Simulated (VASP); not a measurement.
# BaTiO3 (P4mm) in VASP: further runs

The runs below take BaTiO3 through single point, with PBEsol.

Program: VASP 6.6.1. These are calculated values, not measurements. Logs are shortened: lines on timing, memory, paths and dates and some standing lists are left out, and cuts for length are marked.

### Step 1. The cell of the first run

Symmetry: P4mm, No. 99, tetragonal system. The conventional cell has a = 3.918 Å, b = 3.918 Å, c = 3.936 Å, α = 90.00°, β = 90.00°, γ = 90.00°. Ba (site symmetry 4mm) has 12 O at 2.74 to 2.82 Å and 8 Ti at 3.36 to 3.44 Å within 3.6 Å. Ti (site symmetry 4mm) has 6 O at 1.83 to 2.10 Å within 2.4 Å. O (site symmetry 4mm) has 2 Ti at 1.83 to 2.10 Å within 2.4 Å. O (site symmetry 2mm) has 2 Ti at 1.96 Å within 2.6 Å.

### Step 2. Single point, PBEsol (12.08 Å³/atom)

File INCAR:

```
SYSTEM = BaTiO3
PREC = Accurate ; ENCUT = 520
EDIFF = 1E-6 ; ISMEAR = -1
SIGMA = 0.08 ; LREAL = .FALSE.
LASPH = .TRUE. ; NELM = 80
ALGO = Normal ; ISIF = 2
LWAVE = .FALSE. ; LCHARG = .FALSE.
GGA = PS ; NBANDS = 28
```

File KPOINTS:

```
Automatic mesh
0
G
  7 7 7
  0 0 0
```

File POSCAR:

```
BaTiO3
1.0
    3.9181485176      0.0000000000      0.0000000000
    0.0000000000      3.9181485176      0.0000000000
    0.0000000000      0.0000000000      3.9359769848
Ba Ti O
1 1 3
Direct
    0.0000000000      0.0000000000      0.0000000000
    0.5000000000      0.5000000000      0.4820000000
    0.5000000000      0.5000000000      0.0160000000
    0.5000000000      0.0000000000      0.5150000000
    0.0000000000      0.5000000000      0.5150000000
```

Potentials or basis: VASP PAW PBE potentials, release 64 (Ba_sv, Ti_sv, O).

Run with:

```console
> cat potpaw_PBE.64/Ba_sv/POTCAR potpaw_PBE.64/Ti_sv/POTCAR potpaw_PBE.64/O/POTCAR > POTCAR
> mpirun -np 1 vasp_std > vasp.out
```

OUTCAR:

```text
SYSTEM = BaTiO3
   PREC = Accurate
   ENCUT = 520
   EDIFF = 1E-6
   ISMEAR = -1
   LREAL = .FALSE.
   LASPH = .TRUE.
   NELM = 80
   ISIF = 2
   GGA = PS

 ion  position               nearest neighbor table
   1  0.000  0.000  0.000-   4 2.74   5 2.74   5 2.74   4 2.74   3 2.77   3 2.77   3 2.77   3 2.77
                             4 2.82   5 2.82   5 2.82   4 2.82   2 3.36   2 3.36   2 3.36   2 3.36
   2  0.500  0.500  0.482-   3 1.83   4 1.96   5 1.96   4 1.96   5 1.96   3 2.10   1 3.36   1 3.36
                             1 3.36   1 3.36   1 3.44   1 3.44   1 3.44   1 3.44
   3  0.500  0.500  0.016-   2 1.83   2 2.10   1 2.77   1 2.77   1 2.77   1 2.77
   4  0.500  0.000  0.515-   2 1.96   2 1.96   1 2.74   1 2.74   1 2.82   1 2.82
   5  0.000  0.500  0.515-   2 1.96   2 1.96   1 2.74   1 2.74   1 2.82   1 2.82

  LATTYP: Found a simple tetragonal cell.
 ALAT       =     3.9181485176
 C/A-ratio  =     1.0045502275

  Lattice vectors:

 A1 = (   3.9181485176,   0.0000000000,   0.0000000000)
 A2 = (   0.0000000000,   3.9181485176,   0.0000000000)
 A3 = (   0.0000000000,   0.0000000000,   3.9359769848)

Analysis of symmetry for initial positions (statically):
=====================================================================
 Subroutine PRICEL returns:
 Original cell was already a primitive cell.

 Routine SETGRP: Setting up the symmetry group for a
 simple tetragonal supercell.

 Subroutine GETGRP returns: Found  8 space group operations
 (whereof  8 operations were pure point group operations)
 out of a pool of 16 trial point group operations.

The static configuration has the point symmetry C_4v.

Analysis of symmetry for dynamics (positions and initial velocities):
=====================================================================
 Subroutine PRICEL returns:
 Original cell was already a primitive cell.

 Routine SETGRP: Setting up the symmetry group for a
 simple tetragonal supercell.

 Subroutine GETGRP returns: Found  8 space group operations
 (whereof  8 operations were pure point group operations)
 out of a pool of 16 trial point group operations.

The dynamic configuration has the point symmetry C_4v.

 Subroutine INISYM returns: Found  8 space group operations
 (whereof  8 operations are pure point group operations),
 and found     1 'primitive' translations

----------------------------------------------------------------------------------------

                                     Primitive cell

  volume of cell :      60.4247

  direct lattice vectors                    reciprocal lattice vectors
     3.918148518  0.000000000  0.000000000     0.255222587  0.000000000  0.000000000
     0.000000000  3.918148518  0.000000000     0.000000000  0.255222587  0.000000000
     0.000000000  0.000000000  3.935976985     0.000000000  0.000000000  0.254066526

  length of vectors
     3.918148518  3.918148518  3.935976985     0.255222587  0.255222587  0.254066526

  position of ions in fractional coordinates (direct lattice)
     0.000000000  0.000000000  0.000000000
     0.500000000  0.500000000  0.482000000
     0.500000000  0.500000000  0.016000000
     0.500000000  0.000000000  0.515000000
     0.000000000  0.500000000  0.515000000

  ion indices of the primitive-cell ions
   primitive index   ion index
                 1           1
                 2           2
                 3           3
                 4           4
                 5           5

----------------------------------------------------------------------------------------

 KPOINTS: Automatic mesh

Automatic generation of k-mesh.
 Grid dimensions read from file:
 generate k-points for:    7    7    7

 Generating k-lattice:

  Cartesian coordinates                     Fractional coordinates (reciprocal lattice)
     0.036460370  0.000000000  0.000000000     0.142857143  0.000000000  0.000000000
     0.000000000  0.036460370  0.000000000     0.000000000  0.142857143  0.000000000
     0.000000000  0.000000000  0.036295218     0.000000000  0.000000000  0.142857143

  Length of vectors
[... 55 lines left out ...]
      2     -28.2605      2.00000
      3     -28.2514      2.00000
      4     -28.2042      2.00000
      5     -20.3908      2.00000
      6     -12.9785      2.00000
[... 20 lines left out ...]
     27      10.6737      0.00000
     28      12.7251      0.00000

 k-point     4 :       0.4286    0.0000    0.0000
  band No.  band energies     occupation
      1     -51.8436      2.00000
      2     -28.2764      2.00000
      3     -28.2593      2.00000
      4     -28.2031      2.00000
      5     -20.3309      2.00000
      6     -13.1394      2.00000
[... 20 lines left out ...]
     27      11.7984      0.00000
     28      12.5858      0.00000

 k-point     5 :       0.1429    0.1429    0.0000
  band No.  band energies     occupation
      1     -51.8445      2.00000
      2     -28.2611      2.00000
      3     -28.2199      2.00000
      4     -28.2189      2.00000
      5     -20.4339      2.00000
      6     -12.8226      2.00000
[... 20 lines left out ...]
     27       9.9495      0.00000
     28      12.6843      0.00000

 k-point     6 :       0.2857    0.1429    0.0000
  band No.  band energies     occupation
      1     -51.8438      2.00000
      2     -28.2599      2.00000
      3     -28.2505      2.00000
      4     -28.2179      2.00000
      5     -20.3667      2.00000
      6     -12.9150      2.00000
[... 463 lines left out ...]
      5     -20.3941      2.00000
      6     -12.9323      2.00000
[... 20 lines left out ...]
     27      10.7049      0.00000
     28      12.7155      0.00000

 k-point    22 :       0.1429    0.0000    0.2857
  band No.  band energies     occupation
      1     -51.8439      2.00000
      2     -28.3053      2.00000
      3     -28.2180      2.00000
      4     -28.2037      2.00000
      5     -20.3700      2.00000
      6     -12.8639      2.00000
[... 20 lines left out ...]
     27      11.0926      0.00000
     28      13.0186      0.00000

 k-point    23 :       0.2857    0.0000    0.2857
  band No.  band energies     occupation
      1     -51.8432      2.00000
      2     -28.3033      2.00000
      3     -28.2487      2.00000
      4     -28.2024      2.00000
      5     -20.3148      2.00000
      6     -12.7644      2.00000
[... 20 lines left out ...]
     27      12.1644      0.00000
     28      13.1190      0.00000

 k-point    24 :       0.4286    0.0000    0.2857
  band No.  band energies     occupation
      1     -51.8427      2.00000
      2     -28.3017      2.00000
      3     -28.2732      2.00000
      4     -28.2015      2.00000
      5     -20.2694      2.00000
      6     -12.7650      2.00000
[... 20 lines left out ...]
     27      12.9566      0.00000
     28      13.3706      0.00000

 [... further k-points ...]

------------------------ aborting loop because EDIFF is reached ----------------------------------------

  FORCE on cell =-STRESS in cart. coord.  units (eV):
  Direction    XX          YY          ZZ          XY          YZ          ZX
  --------------------------------------------------------------------------------------
  -------------------------------------------------------------------------------------
  Total        3.5735655      3.5735655      4.3547668      0.0000000      0.0000000      0.0000000
  in kB       94.7540962     94.7540962    115.4678694      0.0000000      0.0000000      0.0000000
  external PRESSURE =     101.6586873 kB  Pullay stress =       0.0000000 kB

 VOLUME and BASIS-vectors are now :
 -----------------------------------------------------------------------------
  energy-cutoff  :      520.00
  volume of cell :       60.42
      direct lattice vectors                 reciprocal lattice vectors
     3.918148518  0.000000000  0.000000000     0.255222587  0.000000000  0.000000000
     0.000000000  3.918148518  0.000000000     0.000000000  0.255222587  0.000000000
     0.000000000  0.000000000  3.935976985     0.000000000  0.000000000  0.254066526

 POSITION                                       TOTAL-FORCE (eV/Angst)
 -----------------------------------------------------------------------------------
      0.00000      0.00000      0.00000        -0.000000     -0.000000     -0.043625
      1.95907      1.95907      1.89714        -0.000000      0.000000      0.429948
      1.95907      1.95907      0.06298        -0.000000     -0.000000     -0.129169
      1.95907      0.00000      2.02703        -0.000000     -0.000000     -0.128577
      0.00000      1.95907      2.02703         0.000000     -0.000000     -0.128577
 -----------------------------------------------------------------------------------
    total drift:                                0.000000      0.000000     -0.000738

  FREE ENERGIE OF THE ION-ELECTRON SYSTEM (eV)
  ---------------------------------------------------
  free  energy   TOTEN  =       -41.8898922203 eV

  energy  without entropy=      -41.8898915458  energy(sigma->0) =      -41.88989188
```

It took 1.7 min on 1 thread of Intel Xeon 8259CL, shared host; peak memory 0.22 GiB.

What came out:

```
Free energy            : -41.8899 eV
Pressure               : 10.2 GPa
Largest force          : 0.430 eV/Å
Band gap on the k mesh : 1.95 eV (least direct gap 2.13 eV)
```

Forces in eV/Å, atoms in the order of the input:
```
Ba   0.000  0.000 -0.044
Ti   0.000  0.000  0.430
O    0.000  0.000 -0.129
O    0.000  0.000 -0.129
O    0.000  0.000 -0.129
```

Caveat: the cell stands under pressure; the PAW data sets were made with another functional, which shifts forces and pressure a little; spin-orbit coupling is left out, which moves the levels of the heavy elements.

### Step 3. Single point, PBEsol (12.60 Å³/atom)

This run uses another cell than the first one, of 12.60 Å³/atom.

File INCAR:

```
PREC = Accurate
ENCUT = 520
EDIFF = 1E-6
ISMEAR = -1
SIGMA = 0.08
LREAL = F
LASPH = T
NELM = 100
ALGO = Normal
ISIF = 2
LWAVE = F
LCHARG = F
GGA = PS
NBANDS = 28
```

File KPOINTS:

```
regular mesh
0
Gamma
  7 7 7
```

Changes to POSCAR since step 2:

```diff
@@ -2,5 +2,5 @@
 1.0
-    3.9181485176      0.0000000000      0.0000000000
-    0.0000000000      3.9181485176      0.0000000000
-    0.0000000000      0.0000000000      3.9359769848
+    3.9729548958      0.0000000000      0.0000000000
+    0.0000000000      3.9729548958      0.0000000000
+    0.0000000000      0.0000000000      3.9910327445
 Ba Ti O
```

Potentials or basis: VASP PAW PBE potentials, release 64 (Ba_sv, Ti_sv, O).

Run with:

```console
> cat potpaw_PBE.64/Ba_sv/POTCAR potpaw_PBE.64/Ti_sv/POTCAR potpaw_PBE.64/O/POTCAR > POTCAR
> mpirun -np 1 vasp_std > vasp.out
```

Wall time 1.7 min (1 thread of Intel Xeon 8259CL, shared host); peak memory 0.22 GiB.

Results (log left out):

```yaml
Free_energy: -41.9864 eV
Pressure: 1.8 GPa
Largest_force: 0.210 eV/Å
Band_gap_on_the_k_mesh: 1.87 eV (least direct gap 2.09 eV)
```

Forces on the atoms (eV/Å):
```
Ba   0.000  0.000 -0.071
Ti   0.000  0.000  0.168
O    0.000  0.000  0.210
O    0.000  0.000 -0.153
O    0.000  0.000 -0.153
```

Stress tensor (GPa, compression positive):
```
1.21 0.00 0.00
0.00 1.21 0.00
0.00 0.00 2.94
```

Levels at points of the mesh, in eV from the valence-band top:
| k point | band 17 | band 18 | band 19 | band 20 | band 21 | band 22 | band 23 | band 24 |
| --- | --- | --- | --- | --- | --- | --- | --- | --- |
| (0.00, 0.00, 0.00) | -1.10 | -0.24 | -0.22 | -0.22 | 1.87 | 2.18 | 2.18 | 4.26 |

Caveat: the PAW data sets were made with another functional, which shifts forces and pressure a little; spin-orbit coupling is left out, which moves the levels of the heavy elements. A k mesh can miss the band edges.

### Step 4. Single point, PBEsol (12.98 Å³/atom)

This run uses another cell than the first one, of 12.98 Å³/atom.

File INCAR:

```
SYSTEM = BaTiO3
PREC = Accurate
ENCUT = 520
EDIFF = 1E-7
ISMEAR = -1
SIGMA = 0.08
LREAL = .False.
LASPH = .True.
NELM = 80
ALGO = Normal
ISIF = 2
LWAVE = .False.
LCHARG = .True.
GGA = PS
LELF = .True.
LVHAR = .True.
NBANDS = 28
```

File KPOINTS:

```
Automatic mesh
0
Gamma
  7 7 7
  0 0 0
```

Changes to POSCAR since step 3:

```diff
@@ -2,5 +2,5 @@
 1.0
-    3.9729548958      0.0000000000      0.0000000000
-    0.0000000000      3.9729548958      0.0000000000
-    0.0000000000      0.0000000000      3.9910327445
+    4.0130884697      0.0000000000      0.0000000000
+    0.0000000000      4.0130884697      0.0000000000
+    0.0000000000      0.0000000000      4.0313489353
 Ba Ti O
```

Run with:

```console
> cat potpaw_PBE.64/Ba_sv/POTCAR potpaw_PBE.64/Ti_sv/POTCAR potpaw_PBE.64/O/POTCAR > POTCAR
> mpirun -np 1 vasp_std > vasp.out
```

Wall time 1.9 min (1 thread of Intel Xeon 8259CL, shared host); peak memory 0.22 GiB.

The run converged. Its results:

| Item | Value |
| --- | --- |
| Free energy | -41.9778 eV |
| Pressure | -3.4 GPa |
| Largest force | 0.434 eV/Å |
| Band gap on the k mesh | 1.81 eV (least direct gap 2.05 eV) |

Forces in eV/Å, atoms in the order of the input:
```
Ba   0.000  0.000 -0.089
Ti   0.000  0.000 -0.009
O    0.000  0.000  0.434
O    0.000  0.000 -0.168
O    0.000  0.000 -0.168
```

Stress tensor (GPa, compression positive):
```
-3.93  0.00  0.00
 0.00 -3.93  0.00
 0.00  0.00 -2.42
```

Levels at points of the mesh, in eV from the valence-band top:
```csv
k point,band 17,band 18,band 19,band 20,band 21,band 22,band 23,band 24
"(0.00, 0.00, 0.00)",-1.05,-0.27,-0.24,-0.24,1.81,2.11,2.11,4.05
```

Caveat: the cell stands under tension; the PAW data sets were made with another functional, which shifts forces and pressure a little; spin-orbit coupling is left out, which moves the levels of the heavy elements. A k mesh can miss the band edges.

### Step 5. Single point, PBEsol (13.37 Å³/atom)

This run uses another cell than the first one, of 13.37 Å³/atom.

File INCAR:

```
  PREC = Accurate
  ENCUT = 520
  EDIFF = 1E-7
  ISMEAR = -1
  SIGMA = 0.08
  LREAL = F
  LASPH = T
  NELM = 60
  ALGO = Normal
  ISIF = 2
  LWAVE = F
  LCHARG = T
  GGA = PS
  LELF = T
  LVHAR = T
  NBANDS = 28
```

File KPOINTS:

```
regular mesh
0
Gamma
  7 7 7
```

Changes to POSCAR since step 4:

```diff
@@ -2,5 +2,5 @@
 1.0
-    4.0130884697      0.0000000000      0.0000000000
-    0.0000000000      4.0130884697      0.0000000000
-    0.0000000000      0.0000000000      4.0313489353
+    4.0524349834      0.0000000000      0.0000000000
+    0.0000000000      4.0524349834      0.0000000000
+    0.0000000000      0.0000000000      4.0708744846
 Ba Ti O
```

Run with:

```console
> cat potpaw_PBE.64/Ba_sv/POTCAR potpaw_PBE.64/Ti_sv/POTCAR potpaw_PBE.64/O/POTCAR > POTCAR
> mpirun -np 1 vasp_std > vasp.out
```

Run time: 1.9 min. Hardware: 1 thread of Intel Xeon 8259CL, shared host; peak memory 0.22 GiB.

The run converged. Its results:

| Property | Result |
| --- | --- |
| Free energy | -41.9115 eV |
| Pressure | -7.8 GPa |
| Largest force | 0.637 eV/Å |
| Band gap on the k mesh | 1.75 eV (least direct gap 2.01 eV) |

Forces on the atoms (eV/Å):
```
Ba   0.000  0.000 -0.104
Ti   0.000  0.000 -0.172
O    0.000  0.000  0.637
O    0.000  0.000 -0.180
O    0.000  0.000 -0.180
```

Stress tensor (GPa, compression positive):
```
-8.25  0.00  0.00
 0.00 -8.25  0.00
 0.00  0.00 -6.94
```

Levels at points of the mesh, in eV from the valence-band top:
| k point | band 17 | band 18 | band 19 | band 20 | band 21 | band 22 | band 23 | band 24 |
| --- | --- | --- | --- | --- | --- | --- | --- | --- |
| (0.00, 0.00, 0.00) | -1.01 | -0.30 | -0.26 | -0.26 | 1.75 | 2.04 | 2.04 | 3.84 |

Caveat: the cell stands under tension; the PAW data sets were made with another functional, which shifts forces and pressure a little; spin-orbit coupling is left out, which moves the levels of the heavy elements. A k mesh can miss the band edges.

### Step 6. Single point, PBEsol (equal xx and yy strain of -3 %)

File INCAR:

```
PREC = Accurate ; ENCUT = 520
EDIFF = 1E-7 ; ISMEAR = -1
SIGMA = 0.08 ; LREAL = False
LASPH = True ; NELM = 80
ALGO = Normal ; ISIF = 2
LWAVE = False ; LCHARG = False
GGA = PS ; NBANDS = 28
```

File KPOINTS:

```
Automatic mesh
0
Gamma
  7 7 7
```

Changes to POSCAR since step 5:

```diff
@@ -2,5 +2,5 @@
 1.0
-    4.0524349834      0.0000000000      0.0000000000
-    0.0000000000      4.0524349834      0.0000000000
-    0.0000000000      0.0000000000      4.0708744846
+    3.8798060000      0.0000000000      0.0000000000
+    0.0000000000      3.8798060000      0.0000000000
+    0.0000000000      0.0000000000      4.0180000000
 Ba Ti O
```

Potentials or basis: VASP PAW PBE potentials, release 64 (Ba_sv, Ti_sv, O).

Run with:

```console
> cat potpaw_PBE.64/Ba_sv/POTCAR potpaw_PBE.64/Ti_sv/POTCAR potpaw_PBE.64/O/POTCAR > POTCAR
> mpirun -np 1 vasp_std > vasp.out
```

It took 1.9 min on 1 thread of Intel Xeon 8259CL, shared host; peak memory 0.22 GiB.

Results (log left out):

- Free energy: -41.8801 eV
- Pressure: 10.1 GPa
- Largest force: 0.222 eV/Å
- Band gap on the k mesh: 1.95 eV (least direct gap 2.17 eV)

Forces in eV/Å, atoms in the order of the input:
```
Ba   0.000  0.000 -0.078
Ti   0.000  0.000  0.077
O    0.000  0.000  0.222
O    0.000  0.000 -0.110
O    0.000  0.000 -0.110
```

Stress tensor (GPa, compression positive):
```
11.95  0.00  0.00
 0.00 11.95  0.00
 0.00  0.00  6.41
```

Levels at points of the mesh, in eV from the valence-band top:
| k point | band 17 | band 18 | band 19 | band 20 | band 21 | band 22 | band 23 | band 24 |
| --- | --- | --- | --- | --- | --- | --- | --- | --- |
| (0.00, 0.00, 0.00) | -1.27 | -0.28 | -0.22 | -0.22 | 1.95 | 2.22 | 2.22 | 4.53 |

Caveat: the cell differs from its parent crystal (equal xx and yy strain of -3 %); the stress differs along the axes, from 6 to 12 GPa; the PAW data sets were made with another functional, which shifts forces and pressure a little; spin-orbit coupling is left out, which moves the levels of the heavy elements. A k mesh can miss the band edges.

### Step 7. Overview

```tsv
cell	gap on the mesh (eV)	pressure (GPa)	largest force (eV/Å)
a = 3.918, b = 3.918, c = 3.936 Å, 5 atoms	1.95	10.2	0.43
a = 3.973, b = 3.973, c = 3.991 Å, 5 atoms	1.87	1.8	0.21
a = 4.013, b = 4.013, c = 4.031 Å, 5 atoms	1.81	-3.4	0.43
a = 4.052, b = 4.052, c = 4.071 Å, 5 atoms	1.75	-7.8	0.64
a = 3.880, b = 3.880, c = 4.018 Å, 5 atoms	1.95	10.1	0.22
```

Alike in all rows: task single point; level PBEsol; potentials or basis VASP PAW PBE potentials, release 64 (Ba_sv, Ti_sv, O); no spin polarisation; k mesh 7 × 7 × 7; cutoff (eV) 520; smearing fermi-dirac 0.08 eV.

Caveats: the PAW data sets were made with another functional, which shifts forces and pressure a little; spin-orbit coupling is left out, which moves the levels of the heavy elements; the cell stands under tension (at least some runs); the cell stands under pressure (at least some runs); the stress differs along the axes, from 6 to 12 GPa (at least some runs).

Total energies depend on the potentials used, so only differences within one code and one set of settings carry meaning.
